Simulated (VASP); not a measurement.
# HfC (P6_3mc) in VASP: a series of runs

Runs on HfC. Level: PBE. Tasks: single point.

Program: VASP 6.6.1. These are calculated values, not measurements. Logs are shortened: lines on timing, memory, paths and dates and some standing lists are left out, and cuts for length are marked.

## (1) The cell of the first run

Symmetry: P6_3mc, No. 186, hexagonal system. Conventional cell: a = 3.879 Å, b = 3.879 Å, c = 4.668 Å, α = 90.00°, β = 90.00°, γ = 120.00°. Hf (site symmetry 3m) has 5 C at 2.24 to 2.38 Å within 3.0 Å. Within 3.0 Å of C (site symmetry 3m) lie 5 Hf at 2.24 to 2.38 Å.

## (2) Single point, PBE (volume scaled by 1.020)

File INCAR:

```
  ALGO = Normal
  EDIFF = 1E-6
  ENCUT = 520
  GGA = PE
  ISIF = 2
  ISMEAR = 0
  LASPH = T
  LCHARG = F
  LREAL = F
  LWAVE = F
  NBANDS = 22
  NELM = 60
  PREC = Accurate
  SIGMA = 0.05
```

File KPOINTS:

```
k-points
0
Gamma
  12 12 6
```

File POSCAR:

```
HfC
1.0
    3.8794059155      0.0000000000      0.0000000000
   -1.9397029577      3.3596640744      0.0000000000
    0.0000000000      0.0000000000      4.6679183458
Hf C
2 2
Direct
    0.6666666667      0.3333333333      0.0670363439
    0.3333333333      0.6666666667      0.5670363439
    0.6666666667      0.3333333333      0.5581636561
    0.3333333333      0.6666666667      0.0581636561
```

Potentials or basis: VASP PAW PBE potentials, release 64 (Hf_pv, C).

Command:

```
$ cat potpaw_PBE.64/Hf_pv/POTCAR potpaw_PBE.64/C/POTCAR > POTCAR
$ mpirun -np 1 vasp_std > vasp.out
```

OUTCAR:

```text
EDIFF = 1E-6
   ENCUT = 520
   GGA = PE
   ISIF = 2
   ISMEAR = 0
   LASPH = T
   LREAL = F
   NELM = 60
   PREC = Accurate

 ion  position               nearest neighbor table
   1  0.667  0.333  0.067-   4 2.24   4 2.24   4 2.24   3 2.29   3 2.38   2 3.23   2 3.23   2 3.23
                             2 3.23   2 3.23   2 3.23
   2  0.333  0.667  0.567-   3 2.24   3 2.24   3 2.24   4 2.29   4 2.38   1 3.23   1 3.23   1 3.23
                             1 3.23   1 3.23   1 3.23
   3  0.667  0.333  0.558-   2 2.24   2 2.24   2 2.24   1 2.29   1 2.38
   4  0.333  0.667  0.058-   1 2.24   1 2.24   1 2.24   2 2.29   2 2.38

  LATTYP: Found a hexagonal cell.
 ALAT       =     3.8794059155
 C/A-ratio  =     1.2032559746

  Lattice vectors:

 A1 = (   3.8794059155,   0.0000000000,   0.0000000000)
 A2 = (  -1.9397029577,   3.3596640744,   0.0000000000)
 A3 = (   0.0000000000,   0.0000000000,   4.6679183458)

Analysis of symmetry for initial positions (statically):
=====================================================================
 Subroutine PRICEL returns:
 Original cell was already a primitive cell.

 Routine SETGRP: Setting up the symmetry group for a
 hexagonal supercell.

 Subroutine GETGRP returns: Found 12 space group operations
 (whereof  6 operations were pure point group operations)
 out of a pool of 24 trial point group operations.

The static configuration has the point symmetry C_3v.
 The point group associated with its full space group is C_6v.

Analysis of symmetry for dynamics (positions and initial velocities):
=====================================================================
 Subroutine PRICEL returns:
 Original cell was already a primitive cell.

 Routine SETGRP: Setting up the symmetry group for a
 hexagonal supercell.

 Subroutine GETGRP returns: Found 12 space group operations
 (whereof  6 operations were pure point group operations)
 out of a pool of 24 trial point group operations.

The dynamic configuration has the point symmetry C_3v.
 The point group associated with its full space group is C_6v.

 Subroutine INISYM returns: Found 12 space group operations
 (whereof  6 operations are pure point group operations),
 and found     1 'primitive' translations

----------------------------------------------------------------------------------------

                                     Primitive cell

  volume of cell :      60.8393

  direct lattice vectors                    reciprocal lattice vectors
     3.879405916  0.000000000  0.000000000     0.257771427  0.148824403  0.000000000
    -1.939702958  3.359664074  0.000000000     0.000000000  0.297648806  0.000000000
     0.000000000  0.000000000  4.667918346     0.000000000  0.000000000  0.214228255

  length of vectors
     3.879405916  3.879405915  4.667918346     0.297648806  0.297648806  0.214228255

  position of ions in fractional coordinates (direct lattice)
     0.666666667  0.333333333  0.067036344
     0.333333333  0.666666667  0.567036344
     0.666666667  0.333333333  0.558163656
     0.333333333  0.666666667  0.058163656

  ion indices of the primitive-cell ions
   primitive index   ion index
                 1           1
                 2           2
                 3           3
                 4           4

----------------------------------------------------------------------------------------

 KPOINTS: k-points

Automatic generation of k-mesh.
 Grid dimensions read from file:
 generate k-points for:   12   12    6

 Generating k-lattice:

  Cartesian coordinates                     Fractional coordinates (reciprocal lattice)
     0.021480952  0.012402034  0.000000000     0.083333333  0.000000000  0.000000000
     0.000000000  0.024804067  0.000000000     0.000000000  0.083333333  0.000000000
     0.000000000  0.000000000  0.035704709     0.000000000  0.000000000  0.166666667

  Length of vectors
     0.024804067  0.024804067  0.035704709

  Shift w.r.t. Gamma in fractional coordinates (k-lattice)
     0.000000000  0.000000000  0.000000000

 Subroutine IBZKPT returns following result:
 ===========================================

 Found     76 irreducible k-points:

 Following reciprocal coordinates:
            Coordinates               Weight
  0.000000  0.000000  0.000000      1.000000
  0.083333 -0.000000  0.000000      6.000000
  0.166667 -0.000000  0.000000      6.000000
  0.250000 -0.000000  0.000000      6.000000
  0.333333 -0.000000  0.000000      6.000000
  0.416667 -0.000000  0.000000      6.000000
[... 16 lines left out ...]
  0.250000 -0.000000  0.166667     12.000000
  0.333333 -0.000000  0.166667     12.000000
 [... further k-points ...]
   k-points           NKPTS =     76   k-points in BZ     NKDIM =     76   number of bands    NBANDS=     22
   number of dos      NEDOS =    301   number of ions     NIONS =      4
   total plane-waves  NPLWV =  32400
   dimension x,y,z NGX =    30 NGY =   30 NGZ =   36
   dimension x,y,z NGXF=    60 NGYF=   60 NGZF=   72
   ions per type =               2   2
   NGX,Y,Z   is equivalent  to a cutoff of  12.86, 12.86, 12.82 a.u.
   NGXF,Y,Z  is equivalent  to a cutoff of  25.71, 25.71, 25.64 a.u.
 SYSTEM =  unknown system
   PREC   = accura    normal or accurate (medium, high low for compatibility)
   ISTART =      0    job   : 0-new  1-cont  2-samecut
   ICHARG =      2    charge: 1-file 2-atom 10-const
   ISPIN  =      1    spin polarized calculation?
   LNONCOLLINEAR =      F non collinear calculations
   LSORBIT =      F    spin-orbit coupling
   LASPH  =      T    aspherical Exc in radial PAW
   ENCUT  =  520.0 eV  38.22 Ry    6.18 a.u.   7.21  7.21  8.68*2*pi/ulx,y,z
   NELM   =     60;   NELMIN=  2; NELMDL= -5     # of ELM steps
   EDIFF  = 0.1E-05   stopping-criterion for ELM
   LREAL  =      F    real-space projection
[... 7 lines left out ...]
   TEBEG  =    0.0;   TEEND  =   0.0 temperature during run
   PSTRESS=    0.0 pullay stress
   NELECT =      28.0000    total number of electrons
   NUPDOWN=      -1.0000    fix difference up-down
   EMIN   =  10.00;   EMAX   =-10.00  energy-range for DOS
   EFERMI =   0.00;   METHOD = LEGACY
   ISMEAR =     0;   SIGMA  =   0.05  broadening in eV -4-tet -1-fermi 0-gaus
   EFERMI_NEDOS =   21; number of points for ismear=-14 and -15
   IALGO  =     38    algorithm
   IMIX   =      4    mixing-type and parameters
     AMIX     =   0.40;   BMIX     =  1.00
     AMIX_MAG =   1.60;   BMIX_MAG =  1.00
  volume/ion in A,a.u.               =      15.21       102.64
  Fermi-wavevector in a.u.,A,eV,Ry     =   1.263958  2.388535 21.736538  1.597590
  Thomas-Fermi vector in A             =   2.397288
   LORBIT       =      0    0 simple, 1 ext, 2 COOP (PROOUT), +10 PAW based schemes
   GGA     = PE    functional components
   LHFCALC =     F    Hartree Fock is set to
   AEXX    =    0.0000 exact exchange contribution
   IVDW    =     0    specifies the selected vdW correction
   LEPSILON=     F    determine dielectric tensor
   LRPA    =     F    only Hartree local field effects (RPA)
 non-spin polarized calculation
 Gauss-broadening in eV      SIGMA  =   0.05
  energy-cutoff  :      520.00
  volume of cell :       60.84
 maximum number of plane-waves:      1659
 NGX is ok and might be reduce to    30
   NGX = 15   NGY = 15   NGZ = 17

 number of electron      27.9999998 magnetization

 Free energy of the ion-electron system (eV)
  ---------------------------------------------------
  ext. energy  EPLUGINS =         0.00000000
  ---------------------------------------------------
  free energy    TOTEN  =       -41.00020737 eV

  energy without entropy =      -40.99951334  energy(sigma->0) =      -40.99986035

 E-fermi :   4.2960     XC(G=0): -11.0831

 val. band max:        4.2934601458   @ k =   0.3333   0.1667   0.0000
 cond. band min:       4.3387007810   @ k =   0.2500   0.1667   0.0000
 fundamental gap:      0.0452406351
 Fermi energy:         4.2960058819

 k-point     1 :       0.0000    0.0000    0.0000
  band No.  band energies     occupation
      1     -25.8723      2.00000
      2     -25.7487      2.00000
      3     -25.7487      2.00000
      4     -25.5611      2.00000
      5     -25.5611      2.00000
      6     -25.3370      2.00000
[... 14 lines left out ...]
     21      11.1044      0.00000
     22      12.7912      0.00000

 k-point     2 :       0.0833   -0.0000    0.0000
  band No.  band energies     occupation
      1     -25.8638      2.00000
      2     -25.7545      2.00000
      3     -25.7533      2.00000
      4     -25.5707      2.00000
      5     -25.5602      2.00000
      6     -25.3447      2.00000
[... 14 lines left out ...]
     21      11.3268      0.00000
     22      12.2103      0.00000

 k-point     3 :       0.1667   -0.0000    0.0000
  band No.  band energies     occupation
      1     -25.8391      2.00000
      2     -25.7705      2.00000
      3     -25.7656      2.00000
      4     -25.5968      2.00000
      5     -25.5581      2.00000
      6     -25.3670      2.00000
[... 14 lines left out ...]
     21      11.0432      0.00000
     22      11.5692      0.00000

 k-point     4 :       0.2500   -0.0000    0.0000
  band No.  band energies     occupation
      1     -25.8017      2.00000
      2     -25.7917      2.00000
      3     -25.7816      2.00000
      4     -25.6321      2.00000
      5     -25.5560      2.00000
      6     -25.4020      2.00000
[... 14 lines left out ...]
     21      10.3994      0.00000
     22      10.5020      0.00000

 k-point     5 :       0.3333   -0.0000    0.0000
  band No.  band energies     occupation
      1     -25.8148      2.00000
      2     -25.7969      2.00000
      3     -25.7540      2.00000
      4     -25.6667      2.00000
      5     -25.5546      2.00000
      6     -25.4455      2.00000
[... 417 lines left out ...]
 k-point    22 :       0.1667   -0.0000    0.1667
  band No.  band energies     occupation
      1     -25.8479      2.00000
      2     -25.7518      2.00000
      3     -25.7220      2.00000
      4     -25.6242      2.00000
      5     -25.5720      2.00000
      6     -25.3860      2.00000
[... 14 lines left out ...]
     21      11.3066      0.00000
     22      11.5646      0.00000

 k-point    23 :       0.2500   -0.0000    0.1667
  band No.  band energies     occupation
      1     -25.8599      2.00000
      2     -25.7666      2.00000
      3     -25.7033      2.00000
      4     -25.6667      2.00000
      5     -25.5712      2.00000
      6     -25.4020      2.00000
[... 14 lines left out ...]
     21      10.4703      0.00000
     22      10.6958      0.00000

 k-point    24 :       0.3333   -0.0000    0.1667
  band No.  band energies     occupation
      1     -25.8741      2.00000
      2     -25.7808      2.00000
      3     -25.7234      2.00000
      4     -25.6596      2.00000
      5     -25.5710      2.00000
      6     -25.4263      2.00000
[... 14 lines left out ...]
     21      10.4537      0.00000
     22      10.6178      0.00000

 [... further k-points ...]
[... 5 lines left out ...]
  --------------------------------------------------------------------------------------
  -------------------------------------------------------------------------------------
  Total       -1.5144708     -1.5144708     -1.5356033     -0.0000000     -0.0000000      0.0000000
  in kB      -39.8829393    -39.8829393    -40.4394541     -0.0000000     -0.0000000      0.0000000
  external PRESSURE =     -40.0684442 kB  Pullay stress =       0.0000000 kB

 VOLUME and BASIS-vectors are now :
 -----------------------------------------------------------------------------
  energy-cutoff  :      520.00
  volume of cell :       60.84
      direct lattice vectors                 reciprocal lattice vectors
     3.879405916  0.000000000  0.000000000     0.257771427  0.148824403  0.000000000
    -1.939702958  3.359664074  0.000000000     0.000000000  0.297648806  0.000000000
     0.000000000  0.000000000  4.667918346     0.000000000  0.000000000  0.214228255

 POSITION                                       TOTAL-FORCE (eV/Angst)
 -----------------------------------------------------------------------------------
      1.93970      1.11989      0.31292        -0.000000     -0.000000     -0.000182
     -0.00000      2.23978      2.64688         0.000000      0.000000     -0.000182
      1.93970      1.11989      2.60546        -0.000000     -0.000000      0.000182
     -0.00000      2.23978      0.27150         0.000000     -0.000000      0.000182
 -----------------------------------------------------------------------------------
    total drift:                                0.000000     -0.000000      0.000188

  FREE ENERGIE OF THE ION-ELECTRON SYSTEM (eV)
  ---------------------------------------------------
  free  energy   TOTEN  =       -41.0002073694 eV

  energy  without entropy=      -40.9995133359  energy(sigma->0) =      -40.99986035
```

It took 4.1 min on 1 thread of AMD EPYC, shared host; peak memory 0.2 GiB.

What came out:

```
Free energy            : -41.0002 eV
Pressure               : -4.0 GPa
Band gap on the k mesh : zero (band 14 reaches 5.50 eV, above the bottom of band 15 at 4.23 eV)
```

Levels at points of the mesh, in eV from the Fermi level:
```tsv
k point	band 10	band 11	band 12	band 13	band 14	band 15	band 16	band 17	band 18	band 19
(0.00, 0.00, 0.00)	-2.62	-2.49	-2.49	-1.91	1.21	1.33	1.33	2.43	4.77	4.78
(0.50, 0.00, 0.00)	-2.07	-1.77	-1.61	-1.32	-0.29	0.37	1.77	3.06	3.84	4.10
(0.00, 0.00, 0.50)	-3.14	-2.99	-2.99	-2.99	-2.99	4.12	4.12	4.36	4.36	4.36
(0.50, 0.00, 0.50)	-4.60	-2.25	-2.25	-1.56	-1.56	2.36	2.36	3.65	3.65	5.36
```

Caveat: spin-orbit coupling is left out, which moves the levels of the heavy elements.

## (3) Single point, PBE (volume scaled by 1.040)

File INCAR:

```
  ALGO = Normal
  EDIFF = 1E-6
  ENCUT = 520
  GGA = PE
  ISIF = 2
  ISMEAR = 0
  LASPH = True
  LCHARG = True
  LELF = True
  LREAL = False
  LVHAR = True
  LWAVE = False
  NBANDS = 22
  NELM = 100
  PREC = Accurate
  SIGMA = 0.05
```

KPOINTS is that of step 2.

File POSCAR:

```
HfC
1.0
    3.9072029445      0.0000000000      0.0000000000
   -1.9536014722      3.3837370077      0.0000000000
    0.0000000000      0.0000000000      4.6919667554
Hf C
2 2
Direct
    0.6666666667      0.3333333333      0.0675285626
    0.3333333333      0.6666666667      0.5675285626
    0.6666666667      0.3333333333      0.5576714374
    0.3333333333      0.6666666667      0.0576714374
```

Potentials or basis: VASP PAW PBE potentials, release 64 (Hf_pv, C).

Command:

```
$ cat potpaw_PBE.64/Hf_pv/POTCAR potpaw_PBE.64/C/POTCAR > POTCAR
$ mpirun -np 1 vasp_std > vasp.out
```

Wall time 5 min (1 thread of AMD EPYC, shared host); peak memory 0.2 GiB.

Results (log left out):

```yaml
Free_energy: -40.9587 eV
Pressure: -7.2 GPa
Band_gap_on_the_k_mesh: zero (band 14 reaches 5.35 eV, above the bottom of band 15 at 4.13 eV)
```

Levels at points of the mesh, in eV from the Fermi level:
```tsv
k point	band 11	band 12	band 13	band 14	band 15	band 16	band 17	band 18
(0.00, 0.00, 0.00)	-2.48	-2.48	-1.94	1.15	1.29	1.29	2.37	4.66
(0.50, 0.00, 0.00)	-1.75	-1.63	-1.36	-0.33	0.37	1.71	2.98	3.73
(0.00, 0.00, 0.50)	-2.96	-2.96	-2.96	-2.96	4.01	4.01	4.25	4.25
(0.50, 0.00, 0.50)	-2.23	-2.23	-1.58	-1.58	2.29	2.29	3.57	3.57
```

Caveat: spin-orbit coupling is left out, which moves the levels of the heavy elements.

## (4) Single point, PBE (volume scaled by 1.070)

File INCAR:

```
ALGO = Normal ; EDIFF = 1E-7
ENCUT = 520 ; GGA = PE
ISIF = 2 ; ISMEAR = 0
LASPH = T ; LCHARG = T
LELF = T ; LREAL = F
LVHAR = T ; LWAVE = F
NBANDS = 22 ; NELM = 100
PREC = Accurate ; SIGMA = 0.05
```

KPOINTS is that of step 3.

File POSCAR:

```
HfC
1.0
    3.9487418284      0.0000000000      0.0000000000
   -1.9743709142      3.4197107364      0.0000000000
    0.0000000000      0.0000000000      4.7262840958
Hf C
2 2
Direct
    0.6666666667      0.3333333333      0.0681519694
    0.3333333333      0.6666666667      0.5681519694
    0.6666666667      0.3333333333      0.5570480306
    0.3333333333      0.6666666667      0.0570480306
```

Command:

```
$ cat potpaw_PBE.64/Hf_pv/POTCAR potpaw_PBE.64/C/POTCAR > POTCAR
$ mpirun -np 1 vasp_std > vasp.out
```

Wall time 6.6 min (1 thread of AMD EPYC, shared host); peak memory 0.21 GiB.

Results (log left out):

- Free energy: -40.8550 eV
- Pressure: -11.4 GPa
- Band gap on the k mesh: zero (band 14 reaches 5.14 eV, above the bottom of band 15 at 3.99 eV)

Levels at points of the mesh, in eV from the Fermi level:
```csv
k point,band 10,band 11,band 12,band 13,band 14,band 15,band 16,band 17,band 18,band 19
"(0.00, 0.00, 0.00)",-2.54,-2.47,-2.47,-1.99,1.08,1.23,1.23,2.27,4.50,4.50
"(0.50, 0.00, 0.00)",-2.10,-1.73,-1.65,-1.41,-0.38,0.36,1.62,2.87,3.58,3.85
"(0.00, 0.00, 0.50)",-3.11,-2.92,-2.92,-2.92,-2.92,3.84,3.84,4.10,4.10,4.10
"(0.50, 0.00, 0.50)",-4.54,-2.21,-2.21,-1.61,-1.61,2.20,2.20,3.44,3.44,5.05
```

Caveat: spin-orbit coupling is left out, which moves the levels of the heavy elements.

## (5) Single point, PBE (volume scaled by 1.100)

File INCAR:

```
SYSTEM = HfC
PREC = Accurate
ENCUT = 520
EDIFF = 1E-7
ISMEAR = 0
SIGMA = 0.05
LREAL = .False.
LASPH = .True.
NELM = 80
ALGO = Normal
ISIF = 2
LWAVE = .False.
LCHARG = .False.
GGA = PE
NBANDS = 22
```

File KPOINTS:

```
regular mesh
0
Gamma
  12 12 6
  0 0 0
```

File POSCAR:

```
HfC
1.0
    3.9898214142      0.0000000000      0.0000000000
   -1.9949107071      3.4552867012      0.0000000000
    0.0000000000      0.0000000000      4.7592585345
Hf C
2 2
Direct
    0.6666666667      0.3333333333      0.0688353653
    0.3333333333      0.6666666667      0.5688353653
    0.6666666667      0.3333333333      0.5563646347
    0.3333333333      0.6666666667      0.0563646347
```

Command:

```
$ cat potpaw_PBE.64/Hf_pv/POTCAR potpaw_PBE.64/C/POTCAR > POTCAR
$ mpirun -np 1 vasp_std > vasp.out
```

Run time: 5.9 min. Hardware: 1 thread of AMD EPYC, shared host; peak memory 0.21 GiB.

It converged, with:

* Free energy: -40.7080 eV
* Pressure: -14.9 GPa
* Largest force: 0.003 eV/Å
* Band gap on the k mesh: zero (band 14 reaches 4.93 eV, above the bottom of band 15 at 3.86 eV)

Forces on the atoms (eV/Å):
```
Hf   0.000  0.000  0.003
Hf   0.000  0.000  0.003
C    0.000  0.000 -0.003
C    0.000  0.000 -0.003
```

Levels at points of the mesh, in eV from the Fermi level:
| k point | band 10 | band 11 | band 12 | band 13 | band 14 | band 15 | band 16 | band 17 | band 18 | band 19 |
| --- | --- | --- | --- | --- | --- | --- | --- | --- | --- | --- |
| (0.00, 0.00, 0.00) | -2.49 | -2.45 | -2.45 | -2.03 | 1.01 | 1.16 | 1.16 | 2.17 | 4.34 | 4.34 |
| (0.50, 0.00, 0.00) | -2.12 | -1.70 | -1.67 | -1.47 | -0.43 | 0.36 | 1.54 | 2.76 | 3.43 | 3.71 |
| (0.00, 0.00, 0.50) | -3.10 | -2.88 | -2.88 | -2.88 | -2.88 | 3.68 | 3.68 | 3.96 | 3.96 | 3.96 |
| (0.50, 0.00, 0.50) | -4.50 | -2.19 | -2.19 | -1.65 | -1.65 | 2.11 | 2.11 | 3.32 | 3.32 | 4.87 |

Caveat: spin-orbit coupling is left out, which moves the levels of the heavy elements.

## (6) Summary

```csv
cell,gap on the mesh (eV),pressure (GPa)
"a = 3.879, b = 3.879, c = 4.668 Å, angles 90.0, 90.0, 120.0°, 4 atoms",none,-4.0
"a = 3.907, b = 3.907, c = 4.692 Å, angles 90.0, 90.0, 120.0°, 4 atoms",none,-7.2
"a = 3.949, b = 3.949, c = 4.726 Å, angles 90.0, 90.0, 120.0°, 4 atoms",none,-11.4
"a = 3.990, b = 3.990, c = 4.759 Å, angles 90.0, 90.0, 120.0°, 4 atoms",none,-14.9
```

Alike in all rows: task single point; level PBE; potentials or basis VASP PAW PBE potentials, release 64 (Hf_pv, C); no spin polarisation; k mesh 12 × 12 × 6; cutoff (eV) 520; smearing gaussian 0.05 eV.

Caveats: spin-orbit coupling is left out, which moves the levels of the heavy elements.

Total energies depend on the potentials used, so only differences within one code and one set of settings carry meaning.
